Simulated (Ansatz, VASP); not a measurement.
HfC in VASP and in Ansatz

```xyz
2
Lattice="3.2880 0.0000 0.0000 1.6440 2.8475 0.0000 1.6440 0.9492 2.6847" Properties=species:S:1:pos:R:3 pbc="T T T"
Hf    3.2880    1.8984    1.3423
C     0.0000    0.0000    0.0000
```

Alike in both runs: task single point; functional PBEsol; k mesh 10 × 10 × 10; occupations gaussian, width 0.1 eV; no spin polarisation.

|  | VASP | Ansatz |
| --- | --- | --- |
| version | VASP 6.6.1 | Ansatz 0.2.0 |
| potentials or method | VASP PAW PBE potentials, release 64 (Hf_pv, C) | Ansatz PAW |
| plane-wave cutoff (eV) | 520 | 420 |
| valence electrons in the cell | 14 | 30 |

VASP gave:

| Item | Value |
| --- | --- |
| gap on the k mesh at the Fermi level (eV) | none |
| pressure (GPa) | -7.0 |

Problem. Which values does Ansatz return?

Solution. gap on the k mesh at the Fermi level (eV): none; pressure (GPa): -6.5.

VASP's potentials were made for PBE, not for PBEsol. A gap of «none» marks a metal or a gap that the smearing closes. VASP's potentials hold 14 valence electrons a cell and Ansatz's 30, so a difference there can come from the potentials and not from the codes.

Neither program's run includes spin-orbit coupling.
